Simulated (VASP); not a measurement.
# ZrSe2 (P-3m1) in VASP: a series of runs

Aim: see how the results for ZrSe2 move with the level of theory and the settings. Levels: HSE06, PBE-based screened hybrid with 100 % exact exchange, PBE-based screened hybrid with 30 % exact exchange. Tasks: single point.

All numbers are computed with VASP 6.6.1; they aren't measurements. Logs are shortened: lines on timing, memory, paths and dates and some standing lists are left out, and cuts for length are marked.

### 1 The cell of the first run

The structure is trigonal, space group P-3m1 (No. 164). The conventional cell has a = 3.788 Å, b = 3.788 Å, c = 6.180 Å, α = 90.00°, β = 90.00°, γ = 120.00°. Zr (site symmetry -3m) has 6 Se at 2.69 Å within 3.5 Å. Se (site symmetry 3m) has 3 Zr at 2.69 Å within 3.5 Å.

### 2 Single point, HSE06

The input, POSCAR:

```
ZrSe2
1.0
    3.7881123196      0.0000000000      0.0000000000
   -1.8940561598      3.2806015011      0.0000000000
    0.0000000000      0.0000000000      6.1800627021
Zr Se
1 2
Direct
    0.0000000000      0.0000000000      0.0000000000
    0.3333333333      0.6666666667      0.2538098226
    0.6666666667      0.3333333333      0.7461901774
```

The input, INCAR.step1:

```
PREC     = Accurate       # precision mode
ENCUT    = 400            # plane-wave cutoff, eV
EDIFF    = 1E-5           # SCF threshold, eV
ISMEAR   = 0              # smearing method
SIGMA    = 0.01           # smearing width, eV
LREAL    = False          # projectors in reciprocal space
LASPH    = True           # aspherical terms in the spheres
NELM     = 120            # most SCF steps
ALGO     = Normal         # electronic algorithm
ISIF     = 2              # what is computed and relaxed
LWAVE    = True           # write WAVECAR
GGA      = PE             # functional
NBANDS   = 19             # bands
GGA_COMPAT= False
```

The input, INCAR.step2:

```
PREC     = Accurate       # precision mode
ENCUT    = 400            # plane-wave cutoff, eV
EDIFF    = 1E-6           # SCF threshold, eV
ISMEAR   = 0              # smearing method
SIGMA    = 0.01           # smearing width, eV
LREAL    = False          # projectors in reciprocal space
LASPH    = True           # aspherical terms in the spheres
NELM     = 120            # most SCF steps
ALGO     = Normal         # electronic algorithm
ISIF     = 2              # what is computed and relaxed
LWAVE    = False          # write WAVECAR
LCHARG   = True           # write CHGCAR
GGA      = PE             # functional
LHFCALC  = True           # exact exchange
HFSCREEN = 0.2079         # screening, 1/A
PRECFOCK = Normal       
LELF     = True           # ELF
LVHAR    = True         
ISTART   = 1            
NBANDS   = 19             # bands
GGA_COMPAT= False
```

The input, KPOINTS:

```
regular mesh
0
Gamma
  6 6 2
```

Potentials or basis: VASP PAW PBE potentials, release 64 (Zr_sv, Se).

Command:

```console
$ cat potpaw_PBE.64/Zr_sv/POTCAR potpaw_PBE.64/Se/POTCAR > POTCAR
$ cp INCAR.step1 INCAR
$ mpirun -np 1 vasp_std > vasp.out
$ cp INCAR.step2 INCAR
$ mpirun -np 1 vasp_std > vasp.out
```

OUTCAR:

```text
PREC = Accurate
   ENCUT = 400
   EDIFF = 1E-6
   ISMEAR = 0
   LREAL = False
   LASPH = True
   NELM = 120
   ISIF = 2
   GGA = PE
   LHFCALC = True
   HFSCREEN = 0.2079
   PRECFOCK = Normal
   ISTART = 1

 ion  position               nearest neighbor table
   1  0.000  0.000  0.000-   2 2.69   3 2.69   2 2.69   3 2.69   3 2.69   2 2.69
   2  0.333  0.667  0.254-   1 2.69   1 2.69   1 2.69
   3  0.667  0.333  0.746-   1 2.69   1 2.69   1 2.69

  LATTYP: Found a hexagonal cell.
 ALAT       =     3.7881123196
 C/A-ratio  =     1.6314359715

  Lattice vectors:

 A1 = (   3.7881123196,   0.0000000000,   0.0000000000)
 A2 = (  -1.8940561598,   3.2806015011,   0.0000000000)
 A3 = (   0.0000000000,   0.0000000000,   6.1800627021)

Analysis of symmetry for initial positions (statically):
=====================================================================
 Subroutine PRICEL returns:
 Original cell was already a primitive cell.

 Routine SETGRP: Setting up the symmetry group for a
 hexagonal supercell.

 Subroutine GETGRP returns: Found 12 space group operations
 (whereof 12 operations were pure point group operations)
 out of a pool of 24 trial point group operations.

The static configuration has the point symmetry D_3d.

Analysis of symmetry for dynamics (positions and initial velocities):
=====================================================================
 Subroutine PRICEL returns:
 Original cell was already a primitive cell.

 Routine SETGRP: Setting up the symmetry group for a
 hexagonal supercell.

 Subroutine GETGRP returns: Found 12 space group operations
 (whereof 12 operations were pure point group operations)
 out of a pool of 24 trial point group operations.

The dynamic configuration has the point symmetry D_3d.

 Subroutine INISYM returns: Found 12 space group operations
 (whereof 12 operations are pure point group operations),
 and found     1 'primitive' translations

----------------------------------------------------------------------------------------

                                     Primitive cell

  volume of cell :      76.8014

  direct lattice vectors                    reciprocal lattice vectors
     3.788112320  0.000000000  0.000000000     0.263983725  0.152411075  0.000000000
    -1.894056160  3.280601501  0.000000000     0.000000000  0.304822149  0.000000000
     0.000000000  0.000000000  6.180062702     0.000000000  0.000000000  0.161810656

  length of vectors
     3.788112320  3.788112320  6.180062702     0.304822149  0.304822149  0.161810656

  position of ions in fractional coordinates (direct lattice)
     0.000000000  0.000000000  0.000000000
     0.333333333  0.666666667  0.253809823
     0.666666667  0.333333333  0.746190177

  ion indices of the primitive-cell ions
   primitive index   ion index
                 1           1
                 2           2
                 3           3

----------------------------------------------------------------------------------------

 KPOINTS: regular mesh

Automatic generation of k-mesh.
 Grid dimensions read from file:
 generate k-points for:    6    6    2

 Generating k-lattice:

  Cartesian coordinates                     Fractional coordinates (reciprocal lattice)
     0.043997287  0.025401846  0.000000000     0.166666667  0.000000000  0.000000000
     0.000000000  0.050803692  0.000000000     0.000000000  0.166666667  0.000000000
     0.000000000  0.000000000  0.080905328     0.000000000  0.000000000  0.500000000

  Length of vectors
     0.050803692  0.050803692  0.080905328

  Shift w.r.t. Gamma in fractional coordinates (k-lattice)
     0.000000000  0.000000000  0.000000000

 Subroutine IBZKPT returns following result:
 ===========================================

 Found     14 irreducible k-points:

 Following reciprocal coordinates:
            Coordinates               Weight
  0.000000  0.000000  0.000000      1.000000
  0.166667  0.000000  0.000000      6.000000
  0.333333  0.000000  0.000000      6.000000
  0.500000  0.000000  0.000000      3.000000
  0.166667  0.166667  0.000000      6.000000
  0.333333  0.166667  0.000000     12.000000
  0.333333  0.333333  0.000000      2.000000
  0.000000  0.000000  0.500000      1.000000
  0.166667  0.000000  0.500000      6.000000
  0.333333  0.000000  0.500000      6.000000
  0.500000  0.000000  0.500000      3.000000
  0.166667  0.166667  0.500000      6.000000
  0.333333  0.166667  0.500000     12.000000
  0.333333  0.333333  0.500000      2.000000
   k-points           NKPTS =     14   k-points in BZ     NKDIM =     72   number of bands    NBANDS=     19
   number of dos      NEDOS =    301   number of ions     NIONS =      3
   total plane-waves  NPLWV =  31360
   dimension x,y,z NGX =    28 NGY =   28 NGZ =   40
   dimension x,y,z NGXF=    56 NGYF=   56 NGZF=   80
   ions per type =               1   2
   NGX,Y,Z   is equivalent  to a cutoff of  12.29, 12.29, 10.76 a.u.
   NGXF,Y,Z  is equivalent  to a cutoff of  24.58, 24.58, 21.52 a.u.
 SYSTEM =  unknown system
   PREC   = accura    normal or accurate (medium, high low for compatibility)
   ISTART =      1    job   : 0-new  1-cont  2-samecut
   ICHARG =      0    charge: 1-file 2-atom 10-const
   ISPIN  =      1    spin polarized calculation?
   LNONCOLLINEAR =      F non collinear calculations
   LSORBIT =      F    spin-orbit coupling
   LASPH  =      T    aspherical Exc in radial PAW
   ENCUT  =  400.0 eV  29.40 Ry    5.42 a.u.   6.18  6.18 10.08*2*pi/ulx,y,z
   NELM   =    120;   NELMIN=  2; NELMDL=  0     # of ELM steps
   EDIFF  = 0.1E-05   stopping-criterion for ELM
   LREAL  =      F    real-space projection
   EDIFFG = 0.1E-04   stopping-criterion for IOM
   NSW    =      0    number of steps for IOM
   IBRION =     -1    ionic relax: 0-MD 1-quasi-New 2-CG
   NFREE  =      0    steps in history (QN), initial steepest desc. (CG)
   ISIF   =      2    stress and relaxation
   ISYM   =      3    0-nonsym 1-usesym 2-fastsym
   POTIM  = 0.5000    time-step for ionic-motion
   TEBEG  =    0.0;   TEEND  =   0.0 temperature during run
   PSTRESS=    0.0 pullay stress
   NELECT =      24.0000    total number of electrons
   NUPDOWN=      -1.0000    fix difference up-down
   EMIN   =  10.00;   EMAX   =-10.00  energy-range for DOS
   EFERMI =   0.00;   METHOD = LEGACY
   ISMEAR =     0;   SIGMA  =   0.01  broadening in eV -4-tet -1-fermi 0-gaus
   EFERMI_NEDOS =   21; number of points for ismear=-14 and -15
   IALGO  =     38    algorithm
   IMIX   =      1    mixing-type and parameters
     AMIX     =   0.40;   BMIX     =  1.00
     AMIX_MAG =   1.60;   BMIX_MAG =  1.00
  volume/ion in A,a.u.               =      25.60       172.76
  Fermi-wavevector in a.u.,A,eV,Ry     =   1.110935  2.099364 16.792007  1.234178
  Thomas-Fermi vector in A             =   2.247493
   LORBIT       =      0    0 simple, 1 ext, 2 COOP (PROOUT), +10 PAW based schemes
   GGA     = PE    functional components
   LHFCALC =     T    Hartree Fock is set to
   PRECFOCK=normal    Normal, Fast or Accurate (Low or Medium for compatibility)
   ENCUT4O =  -1.0   cutoff for four orbital integrals eV
   NKREDX  =     1    reduce k-point grid by
   NKREDY  =     1    reduce k-point grid by
   NKREDZ  =     1    reduce k-point grid by
   AEXX    =    0.2500 exact exchange contribution
   HFSCREEN=    0.2079 screening length (either q_TF or 0.3 A-1)
   HFSCREENC=   0.2079 screening length for correlation (either q_TF or 0.3 A-1)
   ENCUTFOCK=  -1.0 apply spherical cutoff to Coloumb kernel
   IVDW    =     0    specifies the selected vdW correction
   LEPSILON=     F    determine dielectric tensor
   LRPA    =     F    only Hartree local field effects (RPA)
 non-spin polarized calculation
 Gauss-broadening in eV      SIGMA  =   0.01
  energy-cutoff  :      400.00
  volume of cell :       76.80
 maximum number of plane-waves:      1404
 NGX is ok and might be reduce to    28
  NGX = 20; NGY = 20; NGZ = 32

 number of electron      24.0000000 magnetization

 Free energy of the ion-electron system (eV)
  ---------------------------------------------------
  ext. energy  EPLUGINS =         0.00000000
  ---------------------------------------------------
  free energy    TOTEN  =       -23.32281131 eV

  energy without entropy =      -23.32281131  energy(sigma->0) =      -23.32281131

 E-fermi :   4.1018     XC(G=0):  -7.8966

 val. band max:        3.8894639624   @ k =   0.0000   0.0000   0.0000
 cond. band min:       4.8579600354   @ k =   0.5000   0.0000   0.5000
 fundamental gap:      0.9684960730
 Fermi energy:         4.1017791448

 k-point     1 :       0.0000    0.0000    0.0000
  band No.  band energies     occupation
      1     -49.1668      2.00000
      2     -25.8189      2.00000
      3     -25.6814      2.00000
      4     -25.6814      2.00000
      5     -10.6460      2.00000
      6      -9.2152      2.00000
[... 11 lines left out ...]
     18       9.5527      0.00000
     19       9.6991      0.00000

 k-point     2 :       0.1667    0.0000    0.0000
  band No.  band energies     occupation
      1     -49.1632      2.00000
      2     -25.8064      2.00000
      3     -25.7381      2.00000
      4     -25.6937      2.00000
      5     -10.3720      2.00000
      6      -9.2405      2.00000
[... 11 lines left out ...]
     18      10.8855      0.00000
     19      11.5049      0.00000

 k-point     3 :       0.3333    0.0000    0.0000
  band No.  band energies     occupation
      1     -49.1559      2.00000
      2     -25.8503      2.00000
      3     -25.7805      2.00000
      4     -25.7183      2.00000
      5      -9.7725      2.00000
      6      -9.2757      2.00000
[... 11 lines left out ...]
     18      11.4571      0.00000
     19      12.0527      0.00000

 k-point     4 :       0.5000    0.0000    0.0000
  band No.  band energies     occupation
      1     -49.1523      2.00000
      2     -25.9051      2.00000
      3     -25.7679      2.00000
      4     -25.7304      2.00000
      5      -9.5045      2.00000
      6      -9.2111      2.00000
[... 187 lines left out ...]
     18      12.2443      0.00000
     19      12.6837      0.00000

 k-point    13 :       0.3333    0.1667    0.5000
  band No.  band energies     occupation
      1     -49.1523      2.00000
      2     -25.8755      2.00000
      3     -25.7691      2.00000
      4     -25.7593      2.00000
      5      -9.5062      2.00000
      6      -9.2038      2.00000
[... 11 lines left out ...]
     18      11.0451      0.00000
     19      11.9092      0.00000

 k-point    14 :       0.3333    0.3333    0.5000
  band No.  band energies     occupation
      1     -49.1505      2.00000
      2     -25.8348      2.00000
      3     -25.8348      2.00000
      4     -25.7623      2.00000
      5      -9.2726      2.00000
      6      -9.2726      2.00000
[... 11 lines left out ...]
     18      12.3770      0.00000
     19      12.3778      0.00000

------------------------ aborting loop because EDIFF is reached ----------------------------------------

  FORCE on cell =-STRESS in cart. coord.  units (eV):
  Direction    XX          YY          ZZ          XY          YZ          ZX
  --------------------------------------------------------------------------------------
  -------------------------------------------------------------------------------------
  Total        0.0340284      0.0340284      0.2472578     -0.0000000      0.0000000      0.0000000
  in kB        0.7098759      0.7098759      5.1581184     -0.0000000      0.0000000      0.0000000
  external PRESSURE =       2.1926234 kB  Pullay stress =       0.0000000 kB

 VOLUME and BASIS-vectors are now :
 -----------------------------------------------------------------------------
  energy-cutoff  :      400.00
  volume of cell :       76.80
      direct lattice vectors                 reciprocal lattice vectors
     3.788112320  0.000000000  0.000000000     0.263983725  0.152411075  0.000000000
    -1.894056160  3.280601501  0.000000000     0.000000000  0.304822149  0.000000000
     0.000000000  0.000000000  6.180062702     0.000000000  0.000000000  0.161810656

 POSITION                                       TOTAL-FORCE (eV/Angst)
 -----------------------------------------------------------------------------------
      0.00000      0.00000      0.00000         0.000000      0.000000      0.000000
     -0.00000      2.18707      1.56856        -0.000000     -0.000000     -0.159391
      1.89406      1.09353      4.61150        -0.000000      0.000000      0.159391
 -----------------------------------------------------------------------------------
    total drift:                                0.000000      0.000000      0.000000

  FREE ENERGIE OF THE ION-ELECTRON SYSTEM (eV)
  ---------------------------------------------------
  free  energy   TOTEN  =       -23.3228113115 eV

  energy  without entropy=      -23.3228113115  energy(sigma->0) =      -23.32281131
```

Run time: 12 min. Hardware: 1 thread of AMD EPYC 9R45 (Zen 5), shared host; peak memory 0.26 GiB.

Results:

| Property | Result |
| --- | --- |
| Free energy | -23.3228 eV |
| Pressure | 0.2 GPa |
| Largest force | 0.159 eV/Å |
| Band gap on the k mesh | 0.97 eV (least direct gap 1.80 eV) |

Forces in eV/Å, atoms in the order of the input:
```
Zr   0.000  0.000  0.000
Se   0.000  0.000 -0.159
Se   0.000  0.000  0.159
```

Levels at points of the mesh, in eV from the valence-band top:
```csv
k point,band 8,band 9,band 10,band 11,band 12,band 13,band 14,band 15,band 16,band 17
"(0.00, 0.00, 0.00)",-2.99,-2.99,-0.05,-0.05,0.00,1.80,1.80,2.34,5.07,5.07
"(0.50, 0.00, 0.00)",-3.33,-2.95,-2.78,-2.44,-1.54,1.16,3.48,3.88,5.70,5.96
"(0.00, 0.00, 0.50)",-2.93,-2.93,-2.31,-0.24,-0.24,1.77,1.77,2.76,5.53,5.53
"(0.50, 0.00, 0.50)",-4.08,-2.98,-2.83,-1.18,-1.13,0.97,3.47,3.86,5.30,5.71
```

Caveat: the k points lie up to 0.51 Å⁻¹ apart; the PAW data sets were made with another functional, which shifts forces and pressure a little; this functional lacks dispersion, which binds the layers, so the pressure and a relaxed spacing across them are unreliable. A k mesh can miss the band edges.

[end of part 1 of 2]
